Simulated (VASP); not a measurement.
Wanted: the native input for a VASP 6.6.1 run.

```yaml
Task: single point
Functional: PBE
Potentials_or_basis: VASP PAW PBE potentials, release 64 (Ti_sv, Al)
Cutoff: 520 eV
k_mesh: 6 × 6 × 4
Occupations: gaussian, width 0.1 eV
Spin: no spin polarisation
Dipole_correction: no
Further_INCAR_settings: ALGO = Fast; EDIFF = 1e-07; NBANDS = 49
```

The structure of Ti3Al (pbe) lies in POSCAR:

```
Ti3Al
1.0
    5.7680300000      0.0000000000      0.0000000000
   -2.8840150000      4.9952605100      0.0000000000
    0.0000000000      0.0000000000      4.6424100000
Ti Al
6 2
Direct
    0.8330000000      0.6660000000      0.2500000000
    0.1670000000      0.8330000000      0.7500000000
    0.3340000000      0.1670000000      0.2500000000
    0.1670000000      0.3340000000      0.7500000000
    0.8330000000      0.1670000000      0.2500000000
    0.6660000000      0.8330000000      0.7500000000
    0.3333333300      0.6666666700      0.2500000000
    0.6666666700      0.3333333300      0.7500000000
```

These files were run (other wordings do the same):

INCAR

```
PREC = Accurate
ENCUT = 520
EDIFF = 1E-7
ISMEAR = 0
SIGMA = 0.1
LREAL = False
LASPH = True
NELM = 80
ALGO = Fast
ISIF = 2
LWAVE = False
LCHARG = False
GGA = PE
NBANDS = 49
```

KPOINTS

```
regular mesh
0
Gamma
  6 6 4
```

Potentials or basis: VASP PAW PBE potentials, release 64 (Ti_sv, Al).

The run is started by

```sh
$ cat potpaw_PBE.64/Ti_sv/POTCAR potpaw_PBE.64/Al/POTCAR > POTCAR
$ mpirun -np 1 vasp_std > vasp.out
```

It gave:

| Property | Result |
| --- | --- |
| Pressure | -0.1 GPa |
| Largest force | 0.291 eV/Å |
| Band gap on the k mesh | zero (band 39 reaches 8.23 eV, above the bottom of band 40 at 8.11 eV) |

Run time: 11 min on 1 thread of Intel(R) Xeon(R) Platinum 8375C CPU @ 2.90GHz (Ice Lake), with other jobs on the host, peak memory 0.33 GiB.
